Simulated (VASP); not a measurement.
Input of a VASP 6.6.1 run:

Contents of INCAR:

```
SYSTEM = Cd4Te
PREC = Accurate
ENCUT = 600
EDIFF = 1E-6
ISMEAR = 0
SIGMA = 0.1
LREAL = .False.
LASPH = .True.
NELM = 80
ALGO = Normal
ISIF = 3
LWAVE = .False.
LCHARG = .False.
GGA = PE
IBRION = 2
NSW = 90
EDIFFG = -0.04
```

Contents of KPOINTS:

```
Automatic mesh
0
Gamma
  4 4 4
  0 0 0
```

Contents of POSCAR:

```
Cd4Te
1.0
    0.0000000000      4.2442024300      4.2442024300
    4.2442024300      0.0000000000      4.2442024300
    4.2442024300      4.2442024300      0.0000000000
Cd Te
4 1
Direct
    0.3448297200      0.3448297200      0.3448297200
    0.3448297200      0.3448297200      0.9655108500
    0.3448297200      0.9655108500      0.3448297200
    0.9655108500      0.3448297200      0.3448297200
    0.7500000000      0.7500000000      0.7500000000
```

Potentials or basis: VASP PAW PBE potentials, release 64 (Cd, Te).

Launch:

```console
$ cat potpaw_PBE.64/Cd/POTCAR potpaw_PBE.64/Te/POTCAR > POTCAR
$ mpirun -np 1 vasp_std > vasp.out
```

(1) Predict the space group after relaxing (to 0.05 Å).

(2) What does it give for the relaxed cell?

(3) What does it give for the band gap on the k mesh?

(4) Estimate the relaxed volume.

## Answers

(1) F-43m (No. 216).

(2) a = 6.006 Å, b = 6.006 Å, c = 6.006 Å, α = 60.00°, β = 60.00°, γ = 60.00°.

(3) zero (band 27 reaches 3.16 eV, above the bottom of band 28 at 1.51 eV).

(4) 30.65 Å³/atom.

Caveat: spin-orbit coupling is left out, which moves the levels of the heavy elements.
